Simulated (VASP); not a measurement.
Write the native input for VASP 6.6.1 that does the following.

```
Task                   : relaxation of cell and atoms
Functional             : PBE
Potentials or basis    : VASP PAW PBE potentials, release 64 (Al, Ga_d, N)
Cutoff                 : 600 eV
k mesh                 : 3 × 3 × 3
Occupations            : gaussian, width 0.15 eV
Spin                   : no spin polarisation
Dipole correction      : no
Further INCAR settings : ALGO = Normal; EDIFF = 1e-06; IBRION = 2; EDIFFG = -0.08; NSW = 36; ISIF = 3
```

The structure of AlGa3N2 lies in POSCAR:

```
AlGa3N2
1.0
    4.2346617400      0.0000000000      0.0000000000
    0.6843490700      4.3011735700      0.0000000000
    0.4559338400      0.0629578600      5.2046127200
Al Ga N
1 3 2
Direct
    0.3021500100      0.7340419900      0.7406349800
    0.8163510000      0.5445079800      0.0435370000
    0.4375880100      0.9851430100      0.2684570000
    0.0117170000      0.2839469900      0.6025340000
    0.0152640000      0.0111730000      0.0235820000
    0.5419309700      0.4411869900      0.4462560100
```

The cell was built from a structure type or drawn by symmetry, and may not be a known phase.

These files were run (other wordings do the same):

INCAR

```
ALGO = Normal
EDIFF = 1E-6
EDIFFG = -0.08
ENCUT = 600
GGA = PE
IBRION = 2
ISIF = 3
ISMEAR = 0
LASPH = True
LCHARG = False
LREAL = False
LWAVE = False
NELM = 60
NSW = 36
PREC = Accurate
SIGMA = 0.15
```

KPOINTS

```
k-points
0
Gamma
  3 3 3
```

Potentials or basis: VASP PAW PBE potentials, release 64 (Al, Ga_d, N).

Command:

```console
$ cat potpaw_PBE.64/Al/POTCAR potpaw_PBE.64/Ga_d/POTCAR potpaw_PBE.64/N/POTCAR > POTCAR
$ mpirun -np 1 vasp_std > vasp.out
```

Results of the run:

- Relaxed volume: 14.24 Å³/atom
- Relaxed cell: a = 4.321 Å, b = 3.296 Å, c = 6.035 Å, α = 88.93°, β = 96.02°, γ = 88.53°
- Space group after relaxing (to 0.1 Å): P1 (No. 1)
- Energy gained by relaxing: 569.1 meV/atom
- Ionic steps: 36
- Pressure after relaxing: -0.1 GPa
- Largest force after relaxing: 0.045 eV/Å
- Band gap on the k mesh: zero (bands 26 and 27 overlap by 0.42 eV)

Caveat: the k points lie up to 0.64 Å⁻¹ apart in the final cell; semilocal functionals underestimate gaps, so a narrow gap can read as zero; a cell axis changed by over 15 % at a fixed basis, so the end point is rough; the relaxation stopped at a loose force limit of 0.08 eV/Å, so its end isn't a converged minimum.

Run time: 23 min on 1 thread of Intel(R) Xeon(R) Platinum 8259CL CPU @ 2.50GHz (Skylake/Cascade Lake), with other jobs on the host, peak memory 0.26 GiB.
